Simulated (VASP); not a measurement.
BN, 4 atoms in the cell. The structure is hexagonal, space group P6_3/mmc (No. 194). The conventional cell has a = 2.445 Å, b = 2.445 Å, c = 4.675 Å, α = 90.00°, β = 90.00°, γ = 120.00°. B (site symmetry -6m2) has 3 N at 1.41 Å within 1.9 Å. Within 1.9 Å of N (site symmetry -6m2) lie 3 B at 1.41 Å. 

* Program: VASP 6.6.1
* Task: single point
* Functional: PBEsol
* Potentials or basis: VASP PAW PBE potentials, release 64 (B, N)
* Cutoff: 520 eV
* k mesh: 12 × 12 × 6
* Occupations: gaussian, width 0.02 eV
* Spin: no spin polarisation
* Dipole correction: no
* Further INCAR settings: ALGO = Normal; EDIFF = 1e-06; NBANDS = 16

Potentials or basis: VASP PAW PBE potentials, release 64 (B, N).

The run is started by

```sh
$ cat potpaw_PBE.64/B/POTCAR potpaw_PBE.64/N/POTCAR > POTCAR
$ mpirun -np 1 vasp_std > vasp.out
```

Hardware: 1 thread of Intel(R) Xeon(R) 6975P-C (Granite Rapids), with other jobs on the host.

Task: Estimate the wall time of this run.

Result: Run time: 12 s on 1 thread of Intel(R) Xeon(R) 6975P-C (Granite Rapids), with other jobs on the host, peak memory 0.14 GiB. Counts: scf iterations 13, k points 76.
